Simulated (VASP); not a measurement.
Here is a VASP 6.6.1 calculation.

The input INCAR:

```
PREC     = Accurate       # precision mode
ENCUT    = 520            # plane-wave cutoff, eV
EDIFF    = 1E-6           # SCF threshold, eV
ISMEAR   = -1             # smearing method
SIGMA    = 0.05           # smearing width, eV
LREAL    = Auto         
LASPH    = T              # aspherical terms in the spheres
NELM     = 80             # most SCF steps
ALGO     = Normal         # electronic algorithm
ISIF     = 2              # what is computed and relaxed
LWAVE    = F              # write WAVECAR
LCHARG   = F              # write CHGCAR
GGA      = PE             # functional
NBANDS   = 48             # bands
NELECT   = 66.0
```

Contents of KPOINTS:

```
regular mesh
0
Gamma
  2 2 2
```

The input POSCAR:

```
LiSi16
1.0
    0.0000000000      5.4300000000      5.4300000000
    5.4300000000      0.0000000000      5.4300000000
    5.4300000000      5.4300000000      0.0000000000
Si Li
16 1
Direct
    0.0008476648      0.0003941461      0.0011027134
    0.1250228728      0.1246059213      0.1252577982
    0.0008518862      0.0003987650      0.4977993379
    0.1230642190      0.1225634233      0.6272622490
    0.0008319948      0.4971492232      0.0010881400
    0.1230365521      0.6265537354      0.1233215459
   -0.0068252304      0.5018347905      0.5025779916
    0.1230430687      0.6265588999      0.6272456846
    0.4975652381      0.0003911992      0.0011002403
    0.6270070671      0.1225527907      0.1233378206
    0.5023335436     -0.0073711607      0.5026012690
    0.6270119378      0.1225594436      0.6272593338
    0.5022946353      0.5018198438     -0.0065124328
    0.6269895496      0.6265504334      0.1233178660
    0.5023037689      0.5018291330      0.5025726423
    0.6250286567      0.6244775242      0.6253443822
    0.3750309347      0.3744449882      0.3753651979
```

Potentials or basis: VASP PAW PBE potentials, release 64 (Si, Li_sv).

The run is started by

```sh
$ cat potpaw_PBE.64/Si/POTCAR potpaw_PBE.64/Li_sv/POTCAR > POTCAR
$ mpirun -np 1 vasp_std > vasp.out
```

Question: Estimate the largest force.

Answer: 0.006 eV/Å.

Forces on the atoms (eV/Å):
```
Si   0.000 -0.001 -0.001
Si   0.000 -0.001  0.001
Si   0.000  0.001 -0.001
Si   0.000  0.001 -0.001
Si   0.000 -0.001  0.001
Si   0.000  0.001  0.000
Si   0.003 -0.003 -0.004
Si   0.000  0.001 -0.001
Si  -0.001  0.000  0.001
Si   0.000  0.000  0.000
Si  -0.002  0.003 -0.003
Si   0.000  0.001 -0.001
Si  -0.003 -0.003  0.003
Si   0.000  0.000 -0.001
Si   0.003  0.004  0.003
Si   0.001 -0.002  0.003
Li   0.000  0.000  0.001
```

Caveat: the k points lie up to 0.50 Å⁻¹ apart; the cell carries a net charge on a neutralising background, which shifts energy and pressure.
